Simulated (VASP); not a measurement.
# Ti (C2/m) in VASP: single point with PBE

Aim: the single point of Ti with PBE.

Everything below comes from runs of VASP 6.6.1. Logs are shortened: lines on timing, memory, paths and dates and some standing lists are left out, and cuts for length are marked.

### Step 1. The cell of the first run

It takes space group C2/m (No. 12, monoclinic). The conventional cell has a = 4.953 Å, b = 2.627 Å, c = 2.822 Å, α = 90.00°, β = 124.21°, γ = 90.00°. Ti (site symmetry 2/m) has 12 Ti at 2.63 to 2.82 Å within 3.5 Å.

### Step 2. Single point, PBE (strained)

The input, INCAR:

```
PREC = Accurate
ENCUT = 520
EDIFF = 1E-6
ISMEAR = 0
SIGMA = 0.1
LREAL = False
LASPH = True
NELM = 80
ALGO = Fast
ISIF = 2
LWAVE = False
LCHARG = False
GGA = PE
NBANDS = 12
```

The input, KPOINTS:

```
Automatic mesh
0
Gamma
  16 16 16
```

The input, POSCAR:

```
Ti
1.0
    0.0622601000      1.9199537000      2.0417537000
    1.9199537000      0.0622601000      2.0417537000
    1.9951652000      1.9951652000     -0.0129514000
Ti
1
Direct
    0.0000000000      0.0000000000      0.0000000000
```

Potentials or basis: VASP PAW PBE potentials, release 64 (Ti_sv).

On the command line:

```bash
$ cat potpaw_PBE.64/Ti_sv/POTCAR > POTCAR
$ mpirun -np 1 vasp_std > vasp.out
```

OUTCAR:

```text
PREC = Accurate
   ENCUT = 520
   EDIFF = 1E-6
   ISMEAR = 0
   LREAL = False
   LASPH = True
   NELM = 80
   ISIF = 2
   GGA = PE

 ion  position               nearest neighbor table
   1  0.000  0.000  0.000-

  LATTYP: Found a base centered monoclinic cell.
 ALAT       =     4.9531177842
 B/A-ratio  =     0.5304084414
 C/A-ratio  =     0.5696653163
 COS(beta)  =    -0.5621712807

  Lattice vectors:

 A1 = (  -0.0622601000,  -1.9199537000,  -2.0417537000)
 A2 = (  -1.9199537000,  -0.0622601000,  -2.0417537000)
 A3 = (   1.9951652000,   1.9951652000,  -0.0129514000)

Analysis of symmetry for initial positions (statically):
=====================================================================
 Subroutine PRICEL returns:
 Original cell was already a primitive cell.

 Routine SETGRP: Setting up the symmetry group for a
 base centered monoclinic supercell.

 Subroutine GETGRP returns: Found  4 space group operations
 (whereof  4 operations were pure point group operations)
 out of a pool of  4 trial point group operations.

The static configuration has the point symmetry C_2h.

Analysis of symmetry for dynamics (positions and initial velocities):
=====================================================================
 Subroutine PRICEL returns:
 Original cell was already a primitive cell.

 Routine SETGRP: Setting up the symmetry group for a
 base centered monoclinic supercell.

 Subroutine GETGRP returns: Found  4 space group operations
 (whereof  4 operations were pure point group operations)
 out of a pool of  4 trial point group operations.

The dynamic configuration has the point symmetry C_2h.

 Subroutine INISYM returns: Found  4 space group operations
 (whereof  4 operations are pure point group operations),
 and found     1 'primitive' translations

----------------------------------------------------------------------------------------

                                     Primitive cell

  volume of cell :      15.1828

  direct lattice vectors                    reciprocal lattice vectors
     0.062260100  1.919953700  2.041753700    -0.268358618  0.269943285  0.244118292
     1.919953700  0.062260100  2.041753700     0.269943285 -0.268358618  0.244118292
     1.995165200  1.995165200 -0.012951400     0.249818624  0.249818624 -0.242533624

  length of vectors
     2.803365246  2.803365246  2.821619409     0.452194057  0.452194057  0.428533836

  position of ions in fractional coordinates (direct lattice)
     0.000000000  0.000000000  0.000000000

  ion indices of the primitive-cell ions
   primitive index   ion index
                 1           1

----------------------------------------------------------------------------------------

 KPOINTS: Automatic mesh

Automatic generation of k-mesh.
 Grid dimensions read from file:
 generate k-points for:   16   16   16

 Generating k-lattice:

  Cartesian coordinates                     Fractional coordinates (reciprocal lattice)
    -0.016772414  0.016871455  0.015257393     0.062500000  0.000000000  0.000000000
     0.016871455 -0.016772414  0.015257393     0.000000000  0.062500000  0.000000000
     0.015613664  0.015613664 -0.015158351     0.000000000  0.000000000  0.062500000

  Length of vectors
     0.028262129  0.028262129  0.026783365

  Shift w.r.t. Gamma in fractional coordinates (k-lattice)
     0.000000000  0.000000000  0.000000000

 Subroutine IBZKPT returns following result:
 ===========================================

 Found   1098 irreducible k-points:

 Following reciprocal coordinates:
            Coordinates               Weight
  0.000000  0.000000  0.000000      1.000000
  0.062500 -0.000000  0.000000      4.000000
  0.125000 -0.000000  0.000000      4.000000
  0.187500  0.000000 -0.000000      4.000000
  0.250000 -0.000000  0.000000      4.000000
  0.312500  0.000000  0.000000      4.000000
[... 16 lines left out ...]
 -0.125000  0.062500  0.000000      4.000000
 -0.062500  0.062500  0.000000      2.000000
 [... further k-points ...]
   k-points           NKPTS =   1098   k-points in BZ     NKDIM =   1098   number of bands    NBANDS=     12
   number of dos      NEDOS =    301   number of ions     NIONS =      1
   total plane-waves  NPLWV =  13824
   dimension x,y,z NGX =    24 NGY =   24 NGZ =   24
   dimension x,y,z NGXF=    48 NGYF=   48 NGZF=   48
   ions per type =               1
   NGX,Y,Z   is equivalent  to a cutoff of  14.23, 14.23, 14.14 a.u.
   NGXF,Y,Z  is equivalent  to a cutoff of  28.47, 28.47, 28.28 a.u.
 SYSTEM =  unknown system
   PREC   = accura    normal or accurate (medium, high low for compatibility)
   ISTART =      0    job   : 0-new  1-cont  2-samecut
   ICHARG =      2    charge: 1-file 2-atom 10-const
   ISPIN  =      1    spin polarized calculation?
   LNONCOLLINEAR =      F non collinear calculations
   LSORBIT =      F    spin-orbit coupling
   LASPH  =      T    aspherical Exc in radial PAW
   ENCUT  =  520.0 eV  38.22 Ry    6.18 a.u.   5.21  5.21  5.25*2*pi/ulx,y,z
   NELM   =     80;   NELMIN=  2; NELMDL= -5     # of ELM steps
   EDIFF  = 0.1E-05   stopping-criterion for ELM
   LREAL  =      F    real-space projection
   EDIFFG = 0.1E-04   stopping-criterion for IOM
   NSW    =      0    number of steps for IOM
   IBRION =     -1    ionic relax: 0-MD 1-quasi-New 2-CG
   NFREE  =      0    steps in history (QN), initial steepest desc. (CG)
   ISIF   =      2    stress and relaxation
   ISYM   =      2    0-nonsym 1-usesym 2-fastsym
   POTIM  = 0.5000    time-step for ionic-motion
   TEBEG  =    0.0;   TEEND  =   0.0 temperature during run
   PSTRESS=    0.0 pullay stress
   NELECT =      12.0000    total number of electrons
   NUPDOWN=      -1.0000    fix difference up-down
   EMIN   =  10.00;   EMAX   =-10.00  energy-range for DOS
   EFERMI =   0.00;   METHOD = LEGACY
   ISMEAR =     0;   SIGMA  =   0.10  broadening in eV -4-tet -1-fermi 0-gaus
   EFERMI_NEDOS =   21; number of points for ismear=-14 and -15
   IALGO  =     68    algorithm
   IMIX   =      4    mixing-type and parameters
     AMIX     =   0.40;   BMIX     =  1.00
     AMIX_MAG =   1.60;   BMIX_MAG =  1.00
  volume/ion in A,a.u.               =      15.18       102.46
  Fermi-wavevector in a.u.,A,eV,Ry     =   1.513623  2.860333 31.171688  2.291054
  Thomas-Fermi vector in A             =   2.623389
   LORBIT       =      0    0 simple, 1 ext, 2 COOP (PROOUT), +10 PAW based schemes
   GGA     = PE    functional components
   LHFCALC =     F    Hartree Fock is set to
   AEXX    =    0.0000 exact exchange contribution
   IVDW    =     0    specifies the selected vdW correction
   LEPSILON=     F    determine dielectric tensor
   LRPA    =     F    only Hartree local field effects (RPA)
 non-spin polarized calculation
 RMM-DIIS sequential band-by-band and
 Gauss-broadening in eV      SIGMA  =   0.10
  energy-cutoff  :      520.00
  volume of cell :       15.18
 maximum number of plane-waves:       420
 NGX is ok and might be reduce to    24
   NGX = 11   NGY = 11   NGZ = 11

 number of electron      12.0000000 magnetization

 Free energy of the ion-electron system (eV)
  ---------------------------------------------------
  ext. energy  EPLUGINS =         0.00000000
  ---------------------------------------------------
  free energy    TOTEN  =        -7.65186578 eV

  energy without entropy =       -7.64424196  energy(sigma->0) =       -7.64805387

 E-fermi :   9.7163     XC(G=0): -12.1428

 val. band max:        9.7131257902   @ k =  -0.3750   0.1875   0.3750
 cond. band min:       9.7167602829   @ k =  -0.1250  -0.3750   0.1250
 fundamental gap:      0.0036344927
 Fermi energy:         9.7162643335

 k-point     1 :       0.0000    0.0000    0.0000
  band No.  band energies     occupation
      1     -46.7776      2.00000
      2     -22.4975      2.00000
      3     -22.4519      2.00000
      4     -22.3472      2.00000
      5       3.3493      2.00000
      6      10.2061      0.00000
      7      10.4637      0.00000
      8      11.3436      0.00000
      9      12.3045      0.00000
     10      12.9964      0.00000
     11      25.6794      0.00000
     12      29.8556      0.00000

 k-point     2 :       0.0625   -0.0000    0.0000
  band No.  band energies     occupation
      1     -46.7683      2.00000
      2     -22.5007      2.00000
      3     -22.4687      2.00000
      4     -22.3849      2.00000
      5       3.5015      2.00000
      6      10.2549      0.00000
      7      10.5249      0.00000
      8      11.2610      0.00000
      9      12.2662      0.00000
     10      12.9246      0.00000
     11      25.8679      0.00000
     12      29.5840      0.00000

 k-point     3 :       0.1250   -0.0000    0.0000
  band No.  band energies     occupation
      1     -46.7416      2.00000
      2     -22.5618      2.00000
      3     -22.5075      2.00000
      4     -22.4476      2.00000
      5       3.9410      2.00000
      6      10.3164      0.00000
      7      10.6830      0.00000
      8      11.1113      0.00000
      9      12.1932      0.00000
     10      12.7470      0.00000
     11      26.3209      0.00000
     12      28.2803      0.00000
[... 286 lines left out ...]
 k-point    23 :      -0.1250    0.0625    0.0000
  band No.  band energies     occupation
      1     -46.7166      2.00000
      2     -22.6645      2.00000
      3     -22.5033      2.00000
      4     -22.4918      2.00000
      5       4.3116      2.00000
      6      10.4633      0.00000
      7      10.7848      0.00000
      8      10.9116      0.00000
      9      12.3723      0.00000
     10      12.3939      0.00000
     11      26.6587      0.00000
     12      27.7608      0.00000

 k-point    24 :      -0.0625    0.0625    0.0000
  band No.  band energies     occupation
      1     -46.7501      2.00000
      2     -22.4975      2.00000
      3     -22.4923      2.00000
      4     -22.4713      2.00000
      5       3.7732      2.00000
      6      10.5099      0.00000
      7      10.6317      0.00000
      8      10.9388      0.00000
      9      12.3190      0.00000
     10      12.6884      0.00000
     11      26.1962      0.00000
     12      29.7586      0.00000

 [... further k-points ...]

------------------------ aborting loop because EDIFF is reached ----------------------------------------

  FORCE on cell =-STRESS in cart. coord.  units (eV):
  Direction    XX          YY          ZZ          XY          YZ          ZX
  --------------------------------------------------------------------------------------
  -------------------------------------------------------------------------------------
  Total        1.7226385      1.7226385      1.5661795     -0.4503599      0.0381719      0.0381719
  in kB      181.7825176    181.7825176    165.2720764    -47.5245082      4.0281160      4.0281151
  external PRESSURE =     176.2790372 kB  Pullay stress =       0.0000000 kB

 VOLUME and BASIS-vectors are now :
 -----------------------------------------------------------------------------
  energy-cutoff  :      520.00
  volume of cell :       15.18
      direct lattice vectors                 reciprocal lattice vectors
     0.062260100  1.919953700  2.041753700    -0.268358618  0.269943285  0.244118292
     1.919953700  0.062260100  2.041753700     0.269943285 -0.268358618  0.244118292
     1.995165200  1.995165200 -0.012951400     0.249818624  0.249818624 -0.242533624

 POSITION                                       TOTAL-FORCE (eV/Angst)
 -----------------------------------------------------------------------------------
      0.00000      0.00000      0.00000         0.000000     -0.000000     -0.000000
 -----------------------------------------------------------------------------------
    total drift:                               -0.000000      0.000000     -0.000000

  FREE ENERGIE OF THE ION-ELECTRON SYSTEM (eV)
  ---------------------------------------------------
  free  energy   TOTEN  =        -7.6518657828 eV

  energy  without entropy=       -7.6442419572  energy(sigma->0) =       -7.64805387
```

Run time: 3.2 min. Hardware: 1 thread of AMD EPYC 9R45 (Zen 5), shared host; peak memory 0.27 GiB.

Results:

```
Free energy            : -7.6519 eV
Pressure               : 17.6 GPa
Band gap on the k mesh : zero (bands 6 and 7 overlap by 1.33 eV)
```

Caveat: the cell differs from its parent crystal (strained); the cell stands under pressure.
